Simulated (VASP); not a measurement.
# Hf (P6/mmm) in VASP: notebook

Hf is run at these levels: PBE; tasks: single point.

Everything below comes from runs of VASP 6.6.1. Logs are shortened: lines on timing, memory, paths and dates and some standing lists are left out, and cuts for length are marked.

## (1) The cell of the first run

It takes space group P6/mmm (No. 191, hexagonal). Conventional cell: a = 2.662 Å, b = 2.662 Å, c = 2.588 Å, α = 90.00°, β = 90.00°, γ = 120.00°. Within 3.4 Å of Hf (site symmetry 6/mmm) lie 8 Hf at 2.59 to 2.66 Å.

## (2) Single point, PBE (volume scaled by 0.68)

INCAR

```
PREC     = Accurate       # precision mode
ENCUT    = 520            # plane-wave cutoff, eV
EDIFF    = 1E-6           # SCF threshold, eV
ISMEAR   = -1             # smearing method
SIGMA    = 0.1            # smearing width, eV
LREAL    = False          # projectors in reciprocal space
LASPH    = True           # aspherical terms in the spheres
NELM     = 60             # most SCF steps
ALGO     = Normal         # electronic algorithm
ISIF     = 2              # what is computed and relaxed
LWAVE    = False          # write WAVECAR
LCHARG   = False          # write CHGCAR
GGA      = PE             # functional
NBANDS   = 11             # bands
```

KPOINTS

```
regular mesh
0
Gamma
  16 16 15
```

POSCAR

```
Hf
1.0
    2.6622413454      0.0000000000      0.0000000000
   -1.3311206727      2.3055686362      0.0000000000
    0.0000000000      0.0000000000      2.5883460721
Hf
1
Direct
    0.0000000000      0.0000000000      0.0000000000
```

Potentials or basis: VASP PAW PBE potentials, release 64 (Hf_pv).

Command:

```bash
$ cat potpaw_PBE.64/Hf_pv/POTCAR > POTCAR
$ mpirun -np 1 vasp_std > vasp.out
```

OUTCAR:

```text
PREC = Accurate
   ENCUT = 520
   EDIFF = 1E-6
   ISMEAR = -1
   LREAL = False
   LASPH = True
   NELM = 60
   ISIF = 2
   GGA = PE

 ion  position               nearest neighbor table
   1  0.000  0.000  0.000-

  LATTYP: Found a hexagonal cell.
 ALAT       =     2.6622413454
 C/A-ratio  =     0.9722432102

  Lattice vectors:

 A1 = (   2.6622413454,   0.0000000000,   0.0000000000)
 A2 = (  -1.3311206727,   2.3055686362,   0.0000000000)
 A3 = (   0.0000000000,   0.0000000000,   2.5883460721)

Analysis of symmetry for initial positions (statically):
=====================================================================
 Subroutine PRICEL returns:
 Original cell was already a primitive cell.

 Routine SETGRP: Setting up the symmetry group for a
 hexagonal supercell.

 Subroutine GETGRP returns: Found 24 space group operations
 (whereof 24 operations were pure point group operations)
 out of a pool of 24 trial point group operations.

The static configuration has the point symmetry D_6h.

Analysis of symmetry for dynamics (positions and initial velocities):
=====================================================================
 Subroutine PRICEL returns:
 Original cell was already a primitive cell.

 Routine SETGRP: Setting up the symmetry group for a
 hexagonal supercell.

 Subroutine GETGRP returns: Found 24 space group operations
 (whereof 24 operations were pure point group operations)
 out of a pool of 24 trial point group operations.

The dynamic configuration has the point symmetry D_6h.

 Subroutine INISYM returns: Found 24 space group operations
 (whereof 24 operations are pure point group operations),
 and found     1 'primitive' translations

----------------------------------------------------------------------------------------

                                     Primitive cell

  volume of cell :      15.8872

  direct lattice vectors                    reciprocal lattice vectors
     2.662241345  0.000000000  0.000000000     0.375623345  0.216866239  0.000000000
    -1.331120673  2.305568636  0.000000000     0.000000000  0.433732479  0.000000000
     0.000000000  0.000000000  2.588346072     0.000000000  0.000000000  0.386347100

  length of vectors
     2.662241345  2.662241345  2.588346072     0.433732479  0.433732479  0.386347100

  position of ions in fractional coordinates (direct lattice)
     0.000000000  0.000000000  0.000000000

  ion indices of the primitive-cell ions
   primitive index   ion index
                 1           1

----------------------------------------------------------------------------------------

 KPOINTS: regular mesh

Automatic generation of k-mesh.
 Grid dimensions read from file:
 generate k-points for:   16   16   15

 Generating k-lattice:

  Cartesian coordinates                     Fractional coordinates (reciprocal lattice)
     0.023476459  0.013554140  0.000000000     0.062500000  0.000000000  0.000000000
     0.000000000  0.027108280  0.000000000     0.000000000  0.062500000  0.000000000
     0.000000000  0.000000000  0.025756473     0.000000000  0.000000000  0.066666667

  Length of vectors
     0.027108280  0.027108280  0.025756473

  Shift w.r.t. Gamma in fractional coordinates (k-lattice)
     0.000000000  0.000000000  0.000000000

 Subroutine IBZKPT returns following result:
 ===========================================

 Found    240 irreducible k-points:

 Following reciprocal coordinates:
            Coordinates               Weight
  0.000000  0.000000  0.000000      1.000000
  0.062500  0.000000  0.000000      6.000000
  0.125000  0.000000  0.000000      6.000000
  0.187500  0.000000  0.000000      6.000000
  0.250000  0.000000  0.000000      6.000000
  0.312500  0.000000  0.000000      6.000000
[... 16 lines left out ...]
  0.187500  0.187500  0.000000      6.000000
  0.250000  0.187500  0.000000     12.000000
 [... further k-points ...]
   k-points           NKPTS =    240   k-points in BZ     NKDIM =    240   number of bands    NBANDS=     11
   number of dos      NEDOS =    301   number of ions     NIONS =      1
   total plane-waves  NPLWV =   8000
   dimension x,y,z NGX =    20 NGY =   20 NGZ =   20
   dimension x,y,z NGXF=    40 NGYF=   40 NGZF=   40
   ions per type =               1
   NGX,Y,Z   is equivalent  to a cutoff of  12.49, 12.49, 12.85 a.u.
   NGXF,Y,Z  is equivalent  to a cutoff of  24.98, 24.98, 25.69 a.u.
 SYSTEM =  unknown system
   PREC   = accura    normal or accurate (medium, high low for compatibility)
   ISTART =      0    job   : 0-new  1-cont  2-samecut
   ICHARG =      2    charge: 1-file 2-atom 10-const
   ISPIN  =      1    spin polarized calculation?
   LNONCOLLINEAR =      F non collinear calculations
   LSORBIT =      F    spin-orbit coupling
   LASPH  =      T    aspherical Exc in radial PAW
   ENCUT  =  520.0 eV  38.22 Ry    6.18 a.u.   4.95  4.95  4.81*2*pi/ulx,y,z
   NELM   =     60;   NELMIN=  2; NELMDL= -5     # of ELM steps
   EDIFF  = 0.1E-05   stopping-criterion for ELM
   LREAL  =      F    real-space projection
   EDIFFG = 0.1E-04   stopping-criterion for IOM
   NSW    =      0    number of steps for IOM
   IBRION =     -1    ionic relax: 0-MD 1-quasi-New 2-CG
   NFREE  =      0    steps in history (QN), initial steepest desc. (CG)
   ISIF   =      2    stress and relaxation
   ISYM   =      2    0-nonsym 1-usesym 2-fastsym
   POTIM  = 0.5000    time-step for ionic-motion
   TEBEG  =    0.0;   TEEND  =   0.0 temperature during run
   PSTRESS=    0.0 pullay stress
   NELECT =      10.0000    total number of electrons
   NUPDOWN=      -1.0000    fix difference up-down
   EMIN   =  10.00;   EMAX   =-10.00  energy-range for DOS
   EFERMI =   0.00;   METHOD = LEGACY
   ISMEAR =    -1;   SIGMA  =   0.10  broadening in eV -4-tet -1-fermi 0-gaus
   EFERMI_NEDOS =   21; number of points for ismear=-14 and -15
   IALGO  =     38    algorithm
   IMIX   =      4    mixing-type and parameters
     AMIX     =   0.40;   BMIX     =  1.00
     AMIX_MAG =   1.60;   BMIX_MAG =  1.00
  volume/ion in A,a.u.               =      15.89       107.21
  Fermi-wavevector in a.u.,A,eV,Ry     =   1.403004  2.651293 26.781981  1.968420
  Thomas-Fermi vector in A             =   2.525709
   LORBIT       =      0    0 simple, 1 ext, 2 COOP (PROOUT), +10 PAW based schemes
   GGA     = PE    functional components
   LHFCALC =     F    Hartree Fock is set to
   AEXX    =    0.0000 exact exchange contribution
   IVDW    =     0    specifies the selected vdW correction
   LEPSILON=     F    determine dielectric tensor
   LRPA    =     F    only Hartree local field effects (RPA)
 non-spin polarized calculation
  energy-cutoff  :      520.00
  volume of cell :       15.89
 maximum number of plane-waves:       442
 NGX is ok and might be reduce to    20

 number of electron      10.0000003 magnetization

 Free energy of the ion-electron system (eV)
  ---------------------------------------------------
  ext. energy  EPLUGINS =         0.00000000
  ---------------------------------------------------
  free energy    TOTEN  =        -8.30754283 eV

  energy without entropy =       -8.29032651  energy(sigma->0) =       -8.29893467

 E-fermi :   7.1515     XC(G=0): -12.9069

 val. band max:        7.1480178670   @ k =   0.0625   0.0625   0.4000
 cond. band min:       7.1570642306   @ k =   0.1875   0.0625   0.0667
 fundamental gap:      0.0090463636
 Fermi energy:         7.1515038976

 k-point     1 :       0.0000    0.0000    0.0000
  band No.  band energies     occupation
      1     -21.6833      2.00000
      2     -21.3943      2.00000
      3     -21.3943      2.00000
      4      -0.6002      2.00000
      5       4.3497      2.00000
      6       8.9303      0.00000
      7       8.9303      0.00000
      8      17.1416      0.00000
      9      17.1416      0.00000
     10      20.5978      0.00000
     11      21.3113      0.00000

 k-point     2 :       0.0625    0.0000    0.0000
  band No.  band energies     occupation
      1     -21.6694      2.00000
      2     -21.5260      2.00000
      3     -21.4212      2.00000
      4      -0.3841      2.00000
      5       4.4679      2.00000
      6       8.6326      0.00000
      7       9.1424      0.00000
      8      16.6151      0.00000
      9      17.0786      0.00000
     10      21.1956      0.00000
     11      21.3108      0.00000

 k-point     3 :       0.1250    0.0000    0.0000
  band No.  band energies     occupation
      1     -21.8888      2.00000
      2     -21.6298      2.00000
      3     -21.4970      2.00000
      4       0.2097      2.00000
      5       4.7978      2.00000
      6       7.9518      0.00067
      7       9.7697      0.00000
      8      15.4606      0.00000
      9      16.9033      0.00000
     10      21.3091      0.00000
     11      22.7803      0.00000

 k-point     4 :       0.1875    0.0000    0.0000
  band No.  band energies     occupation
      1     -22.4026      2.00000
      2     -21.6085      2.00000
      3     -21.5699      2.00000
      4       1.0331      2.00000
      5       5.1831      2.00000
      6       7.3770      0.18988
      7      10.7854      0.00000
      8      14.1839      0.00000
      9      16.6514      0.00000
     10      21.3051      0.00000
     11      24.4801      0.00000
[... 239 lines left out ...]
 k-point    22 :       0.4375    0.1250    0.0000
  band No.  band energies     occupation
      1     -24.1765      2.00000
      2     -22.3689      2.00000
      3     -21.2938      2.00000
      4       3.4295      2.00000
      5       6.0352      1.99997
      6       9.2133      0.00000
      7      10.9376      0.00000
      8      14.8258      0.00000
      9      17.8838      0.00000
     10      20.5862      0.00000
     11      21.3483      0.00000

 k-point    23 :       0.1875    0.1875    0.0000
  band No.  band energies     occupation
      1     -23.4141      2.00000
      2     -22.1506      2.00000
      3     -21.4094      2.00000
      4       3.3239      2.00000
      5       5.8761      1.99999
      6       6.6925      1.97990
      7      12.2046      0.00000
      8      14.4054      0.00000
      9      15.2872      0.00000
     10      21.2688      0.00000
     11      22.2951      0.00000

 k-point    24 :       0.2500    0.1875    0.0000
  band No.  band energies     occupation
      1     -23.6989      2.00000
      2     -22.3890      2.00000
      3     -21.3520      2.00000
      4       4.1140      2.00000
      5       5.6680      2.00000
      6       7.3894      0.16954
      7      11.7312      0.00000
      8      14.7186      0.00000
      9      15.6527      0.00000
     10      21.2345      0.00000
     11      21.8599      0.00000

 [... further k-points ...]

------------------------ aborting loop because EDIFF is reached ----------------------------------------

  FORCE on cell =-STRESS in cart. coord.  units (eV):
  Direction    XX          YY          ZZ          XY          YZ          ZX
  --------------------------------------------------------------------------------------
  -------------------------------------------------------------------------------------
  Total        6.7055724      6.7055724      6.6575699      0.0000000     -0.0000000     -0.0000000
  in kB      676.2365096    676.2365097    671.3956030      0.0000000     -0.0000000     -0.0000000
  external PRESSURE =     674.6228741 kB  Pullay stress =       0.0000000 kB

 VOLUME and BASIS-vectors are now :
 -----------------------------------------------------------------------------
  energy-cutoff  :      520.00
  volume of cell :       15.89
      direct lattice vectors                 reciprocal lattice vectors
     2.662241345  0.000000000  0.000000000     0.375623345  0.216866239  0.000000000
    -1.331120673  2.305568636  0.000000000     0.000000000  0.433732479  0.000000000
     0.000000000  0.000000000  2.588346072     0.000000000  0.000000000  0.386347100

 POSITION                                       TOTAL-FORCE (eV/Angst)
 -----------------------------------------------------------------------------------
      0.00000      0.00000      0.00000         0.000000      0.000000      0.000000
 -----------------------------------------------------------------------------------
    total drift:                               -0.000000      0.000000      0.000000

  FREE ENERGIE OF THE ION-ELECTRON SYSTEM (eV)
  ---------------------------------------------------
  free  energy   TOTEN  =        -8.3075428297 eV

  energy  without entropy=       -8.2903265129  energy(sigma->0) =       -8.29893467
```

Run time: 11 s. Hardware: 1 thread of Intel Xeon 6975P-C (Granite Rapids), shared host; peak memory 0.16 GiB.

Results:

```
Free energy            : -8.3075 eV
Pressure               : 67.5 GPa
Band gap on the k mesh : zero (band 5 reaches 7.92 eV, above the bottom of band 6 at 6.66 eV)
```

Caveat: the cell differs from its parent crystal (volume scaled by 0.68); spin-orbit coupling is left out, which moves the levels of the heavy elements.

## (3) Single point, PBE

This run uses another cell than the first one, of 18.22 Å³/atom, 1.147 times its volume.

INCAR

```
  PREC = Accurate
  ENCUT = 520
  EDIFF = 1E-7
  ISMEAR = -1
  SIGMA = 0.1
  LREAL = F
  LASPH = T
  NELM = 80
  ALGO = Normal
  ISIF = 2
  LWAVE = F
  LCHARG = F
  GGA = PE
  NBANDS = 11
```

KPOINTS

```
Automatic mesh
0
Gamma
  16 16 15
```

POSCAR

```
Hf
1.0
    2.7769860817      0.0000000000      0.0000000000
   -1.3884930409      2.4049404927      0.0000000000
    0.0000000000      0.0000000000      2.7286980114
Hf
1
Direct
    0.0000000000      0.0000000000      0.0000000000
```

Potentials or basis: VASP PAW PBE potentials, release 64 (Hf_pv).

Command:

```bash
$ cat potpaw_PBE.64/Hf_pv/POTCAR > POTCAR
$ mpirun -np 1 vasp_std > vasp.out
```

Run time: 13 s. Hardware: 1 thread of Intel Xeon 6975P-C (Granite Rapids), shared host; peak memory 0.17 GiB.

It converged, with:

* Free energy: -9.0217 eV
* Pressure: 33.7 GPa
* Band gap on the k mesh: zero (band 5 reaches 6.45 eV, above the bottom of band 6 at 5.67 eV)

Stress tensor (GPa, compression positive):
```
33.72  0.00  0.00
 0.00 33.72  0.00
 0.00  0.00 33.64
```

Levels at points of the mesh, in eV from the Fermi level:
```
           k point  band 1  band 2  band 3  band 4  band 5  band 6  band 7  band 8  band 9  band 10
(0.00, 0.00, 0.00)  -29.25  -28.98  -28.98   -7.44   -2.23    1.83    1.83    8.69    8.69    13.00
(0.50, 0.00, 0.00)  -31.03  -29.45  -29.00   -4.04   -0.99    1.84    3.20    7.47    9.66    13.40
```

Caveat: spin-orbit coupling is left out, which moves the levels of the heavy elements.

## (4) Single point, PBE

INCAR

```
SYSTEM = Hf
PREC = Accurate
ENCUT = 520
EDIFF = 1E-7
ISMEAR = -1
SIGMA = 0.1
LREAL = .FALSE.
LASPH = .TRUE.
NELM = 60
ALGO = Normal
ISIF = 2
LWAVE = .FALSE.
LCHARG = .TRUE.
GGA = PE
LELF = .TRUE.
LVHAR = .TRUE.
NBANDS = 11
```

KPOINTS

```
Automatic mesh
0
G
  16 16 15
  0 0 0
```

POSCAR

```
Hf
1.0
    2.7769860817      0.0000000000      0.0000000000
   -1.3884930408      2.4049404927      0.0000000000
    0.0000000000      0.0000000000      2.7286980114
Hf
1
Direct
    0.0000000000      0.0000000000      0.0000000000
```

Command:

```bash
$ cat potpaw_PBE.64/Hf_pv/POTCAR > POTCAR
$ mpirun -np 1 vasp_std > vasp.out
```

It took 13 s on 1 thread of Intel Xeon 6975P-C (Granite Rapids), shared host; peak memory 0.17 GiB.

Results (log left out):

```
Free energy            : -9.0217 eV
Pressure               : 33.7 GPa
Band gap on the k mesh : zero (band 5 reaches 6.45 eV, above the bottom of band 6 at 5.67 eV)
```

Stress tensor (GPa, compression positive):
```
33.72  0.00  0.00
 0.00 33.72  0.00
 0.00  0.00 33.64
```

Levels at points of the mesh, in eV from the Fermi level:
| k point | band 2 | band 3 | band 4 | band 5 | band 6 | band 7 | band 8 | band 9 |
| --- | --- | --- | --- | --- | --- | --- | --- | --- |
| (0.00, 0.00, 0.00) | -28.98 | -28.98 | -7.44 | -2.23 | 1.83 | 1.83 | 8.69 | 8.69 |
| (0.50, 0.00, 0.00) | -29.45 | -29.00 | -4.04 | -0.99 | 1.84 | 3.20 | 7.47 | 9.66 |

Caveat: spin-orbit coupling is left out, which moves the levels of the heavy elements.

## (5) Single point, PBE

INCAR

```
  ALGO = Normal
  EDIFF = 1E-6
  ENCUT = 520
  GGA = PE
  ISIF = 2
  ISMEAR = -1
  LASPH = T
  LCHARG = F
  LREAL = F
  LWAVE = F
  NBANDS = 11
  NELM = 100
  PREC = Accurate
  SIGMA = 0.1
```

KPOINTS

```
k-points
0
Gamma
  16 16 15
```

POSCAR is that of step 4.

Command:

```bash
$ cat potpaw_PBE.64/Hf_pv/POTCAR > POTCAR
$ mpirun -np 1 vasp_std > vasp.out
```

Run time: 12 s. Hardware: 1 thread of Intel Xeon 6975P-C (Granite Rapids), shared host; peak memory 0.17 GiB.

It converged, with:

```yaml
Free_energy: -9.0217 eV
Pressure: 33.7 GPa
Band_gap_on_the_k_mesh: zero (band 5 reaches 6.45 eV, above the bottom of band 6 at 5.67 eV)
```

Stress tensor (GPa, compression positive):
```
33.72  0.00  0.00
 0.00 33.72  0.00
 0.00  0.00 33.64
```

Levels at points of the mesh, in eV from the Fermi level:
| k point | band 1 | band 2 | band 3 | band 4 | band 5 | band 6 | band 7 | band 8 | band 9 | band 10 |
| --- | --- | --- | --- | --- | --- | --- | --- | --- | --- | --- |
| (0.00, 0.00, 0.00) | -29.25 | -28.98 | -28.98 | -7.44 | -2.23 | 1.83 | 1.83 | 8.69 | 8.69 | 13.00 |
| (0.50, 0.00, 0.00) | -31.03 | -29.45 | -29.00 | -4.04 | -0.99 | 1.84 | 3.20 | 7.47 | 9.66 | 13.40 |

Caveat: spin-orbit coupling is left out, which moves the levels of the heavy elements.
